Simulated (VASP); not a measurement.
The system is CdSe.

```
Cd Se
1.0
     0.00000    3.00760    3.00760
     3.00760    0.00000    3.00760
     3.00760    3.00760    0.00000
Cd Se
1 1
Direct
  0.00000 0.00000 0.00000
  0.25000 0.25000 0.25000
```

Base run:

* Program: VASP 6.6.1
* Functional: r2SCAN
* Dispersion: D3(BJ)
* Potentials or basis: VASP PAW PBE potentials, release 64 (Cd, Se)
* Cutoff: 520 eV
* k mesh: 8 × 8 × 8
* Occupations: fermi-dirac, width 0.05 eV
* Spin: no spin polarisation

Its results: band gap on the k mesh 1.16 eV, direct; pressure 2.8 GPa.

Q: The run is repeated on the same cell with these changes: dispersion from D3(BJ) to rVV10. What comes out?

A: Band gap on the k mesh 1.11 eV, direct; pressure 3.0 GPa.

Caveats: the PAW data sets were made with another functional, which shifts forces and pressure a little.

